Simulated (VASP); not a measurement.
Input of a VASP 6.6.1 run:

File INCAR:

```
ALGO = Normal
EDIFF = 1E-6
ENCUT = 500
GGA = PS
GGA_COMPAT = False
ISIF = 2
ISMEAR = -1
LASPH = True
LCHARG = False
LREAL = False
LWAVE = False
NBANDS = 8
NELM = 120
PREC = Accurate
SIGMA = 0.08
```

File KPOINTS:

```
k-points
0
Gamma
  10 10 9
```

POSCAR

```
P
1.0
    4.3156339060      0.0000000000      0.0000000000
    0.0000000000      4.3156339060      0.0000000000
    0.0000000000      0.0000000000      4.3780000000
P
1
Direct
    0.0000000000      0.0000000000      0.0000000000
```

Potentials or basis: VASP PAW PBE potentials, release 64 (P).

The run is started by

```sh
$ cat potpaw_PBE.64/P/POTCAR > POTCAR
$ mpirun -np 1 vasp_std > vasp.out
```

Q: What does it give for the pressure?

A: -3.6 GPa.

Stress tensor (GPa, compression positive):
```
-3.71  0.00  0.00
 0.00 -3.71  0.00
 0.00  0.00 -3.43
```

Caveat: the cell differs from its parent crystal (equal xx and yy strain of +1 %); the PAW data sets were made with another functional, which shifts forces and pressure a little.
